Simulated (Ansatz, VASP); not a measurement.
**Two plane-wave programs on Ag**

File INCAR:

```
PREC = Accurate
ENCUT = 520
EDIFF = 1E-8
ISMEAR = -1
SIGMA = 0.05
LREAL = False
LASPH = True
NELM = 100
ALGO = Normal
ISIF = 2
LWAVE = False
LCHARG = False
GGA = CA
LEFG = True
NBANDS = 12
```

KPOINTS

```
Automatic mesh
0
Gamma
  15 15 15
```

File POSCAR:

```
Ag
1.0
    0.0000000000      2.0224612152      2.0224612152
    2.0224612152      0.0000000000      2.0224612152
    2.0224612152      2.0224612152      0.0000000000
Ag
1
Direct
    0.0000000000      0.0000000000      0.0000000000
```

Input for Ansatz:

```yaml
crystal:
  lattice:
    - [0.0, 2.0224612152, 2.0224612152]
    - [2.0224612152, 0.0, 2.0224612152]
    - [2.0224612152, 2.0224612152, 0.0]
  atoms:
    - { symbol: Ag, position: [0.0, 0.0, 0.0] }
kpoints:
  mp_grid: { grid: [15, 15, 15] }
scf:
  occupations: { method: fermi_dirac, width: 0.05 }
hamiltonian:
  xc: lda
  pseudopotentials: { kind: paw }
output:
  forces: true
  stress: true
  eigenvalues: true
  efg: { contact_densities: true }
  write_density: true
  write_potential: true
  elf: true
  volumetric_format: npy
```

Change from the starting cell: volume scaled by 0.97, PAW files.

Alike in both runs: task electric field gradients; functional LDA; k mesh 15 × 15 × 15; occupations fermi-dirac, width 0.05 eV; no spin polarisation.

```csv
,VASP,Ansatz
version,VASP 6.6.1,Ansatz 0.2.0
potentials or method,"VASP PAW LDA potentials, release 64 (Ag)","PAW with Ansatz's default frozen-core files, scalar-relativistic"
plane-wave cutoff (eV),520,420
valence electrons in the cell,11,19
```

|  | VASP | Ansatz | Ansatz less VASP |
| --- | --- | --- | --- |
| pressure (GPa) | -4.1 | -4.3 | -0.15 |

LDA's correlation is that of Perdew and Zunger in VASP and of Perdew and Wang (1992) in Ansatz. VASP's potentials hold 11 valence electrons a cell and Ansatz's 19, so a difference there can come from the potentials and not from the codes.
